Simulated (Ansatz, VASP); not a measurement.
**CaSe: VASP beside Ansatz**

The input INCAR:

```
SYSTEM = CaSe
PREC = Accurate
ENCUT = 500
EDIFF = 1E-6
ISMEAR = 0
SIGMA = 0.1
LREAL = .False.
LASPH = .True.
NELM = 200
ALGO = Normal
ISIF = 2
LWAVE = .False.
LCHARG = .False.
LDAU = .True.
LDAUTYPE = 2
LDAUL = -1 1
LDAUU = 0 2.2
LDAUJ = 0 0
LDAUPRINT = 1
GGA = PE
NBANDS = 15
GGA_COMPAT = .False.
```

File KPOINTS:

```
Automatic mesh
0
Gamma
  2 2 2
  0 0 0
```

Contents of POSCAR:

```
CaSe
1.0
    0.0000000000      2.9702381052      2.9702381052
    2.9702381052      0.0000000000      2.9702381052
    2.9702381052      2.9702381052      0.0000000000
Ca Se
1 1
Direct
    0.0000000000      0.0000000000      0.0000000000
    0.5000000000      0.5000000000      0.5000000000
```

Input for Ansatz:

```yaml
crystal:
  lattice:
    - [0.0, 2.9702381052, 2.9702381052]
    - [2.9702381052, 0.0, 2.9702381052]
    - [2.9702381052, 2.9702381052, 0.0]
  atoms:
    - { symbol: Ca, position: [0.0, 0.0, 0.0] }
    - { symbol: Se, position: [0.5, 0.5, 0.5] }
basis:
  ecutwfc: 420
  xc_grid: 2
kpoints:
  mp_grid: { grid: [2, 2, 2] }
hamiltonian:
  xc: pbe
  hubbard: { sites: [{ species: Se, l: p, u_eff: 2.2 }] }
scf:
  occupations: { method: gaussian, width: 0.1 }
  mixing: { preconditioner: ldos }
  max_iter: 81
output:
  forces: true
  stress: true
  eigenvalues: true
```

Alike in both runs: task single point; functional PBE; k mesh 2 × 2 × 2; occupations gaussian, width 0.1 eV; no spin polarisation; Hubbard terms Se p U = 2.2 eV.

|  | VASP | Ansatz |
| --- | --- | --- |
| version | VASP 6.6.1 | Ansatz 0.2.0 |
| potentials or method | VASP PAW PBE potentials, release 64 (Ca_sv, Se), cutoff 500 eV | scalar-relativistic, plane waves, PAW |
| valence electrons in the cell | 16 | 26 |

VASP gave:

| Property | Result |
| --- | --- |
| gap on the k mesh at the Fermi level (eV) | 1.82 |
| least direct gap on the mesh (eV) | 2.78 |
| pressure (GPa) | 4.0 |

Q: What did Ansatz give for the same quantities?

A: gap on the k mesh at the Fermi level (eV): 2.65; least direct gap on the mesh (eV): 3.60; pressure (GPa): 3.2.

The programs project onto different local orbitals, so the same U acts differently, and such runs can settle in different states. VASP's potentials hold 16 valence electrons a cell and Ansatz's 26, so a difference there can come from the potentials and not from the codes.

The k mesh is coarse, so the values compare programs but aren't converged.
